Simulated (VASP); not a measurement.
Input of a VASP 6.6.1 run:

INCAR

```
SYSTEM = BiTe
ALGO = Normal
EDIFF = 1E-7
ENCUT = 520
GGA = PE
ISIF = 2
ISMEAR = 0
LASPH = .TRUE.
LCHARG = .TRUE.
LELF = .TRUE.
LREAL = .FALSE.
LVHAR = .TRUE.
LWAVE = .FALSE.
NBANDS = 18
NELM = 100
PREC = Accurate
SIGMA = 0.1
```

The input KPOINTS:

```
k-points
0
G
  18 18 12
  0 0 0
```

File POSCAR:

```
BiTe
1.0
    4.1412507200      0.0000000000      0.0000000000
   -2.0706253600      3.5864283270      0.0000000000
    0.0000000000      0.0000000000      4.4533647864
Bi Te
1 1
Direct
    0.3333333333      0.6666666667      0.5000000000
    0.0000000000      0.0000000000      0.0000000000
```

Potentials or basis: VASP PAW PBE potentials, release 64 (Bi_d, Te).

The run is started by

```sh
$ cat potpaw_PBE.64/Bi_d/POTCAR potpaw_PBE.64/Te/POTCAR > POTCAR
$ mpirun -np 1 vasp_std > vasp.out
```

**Question.** Estimate the band gap on the k mesh.

**Answer.** Zero (an odd number of electrons rules out a gap without spin polarisation).

**Question.** Predict the pressure.

**Answer.** 0.0 GPa.

Caveat: spin-orbit coupling is left out, which moves the levels of the heavy elements.
